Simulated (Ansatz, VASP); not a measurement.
# Two plane-wave programs on Ni3O

```
Ni O
1.0
     3.48281    0.00000    0.00000
     0.00000    3.48281    0.00000
     0.00000    0.00000    3.48281
Ni O
3 1
Direct
  0.00000 0.50000 0.50000
  0.50000 0.00000 0.50000
  0.50000 0.50000 0.00000
  0.00000 0.00000 0.00000
```

Alike in both runs: task relaxation of cell and atoms; functional PBE; k mesh 14 × 14 × 14; occupations gaussian, width 0.1 eV; collinear spin.

|  | VASP | Ansatz |
| --- | --- | --- |
| version | VASP 6.6.1 | Ansatz 0.2.0 |
| potentials or method | VASP PAW PBE potentials, release 64 (Ni, O), cutoff 600 eV | scalar-relativistic, plane waves, PAW |
| valence electrons in the cell | 36 | 60 |

VASP gave:

| Item | Value |
| --- | --- |
| gap on the k mesh at the Fermi level, each at its own relaxed structure (eV) | none |
| net moment per atom (μB) | 0.75 |
| size of the moment on the site where the two differ most (μB) | 0.90 |
| relaxed volume (Å³/atom) | 10.54 |
| relaxed cell length with the largest relative difference (Å) | 3.480 |

Problem. Estimate Ansatz's values.

Solution. gap on the k mesh at the Fermi level, each at its own relaxed structure (eV): none; net moment per atom (μB): 0.77; size of the moment on the site where the two differ most (μB): 0.95; relaxed volume (Å³/atom): 10.57; relaxed cell length with the largest relative difference (Å): 3.484.

Site moments also hang on the region over which each program counts them. A gap of «none» marks a metal or a gap that the smearing closes. VASP's potentials hold 36 valence electrons a cell and Ansatz's 60, so a difference there can come from the potentials and not from the codes.
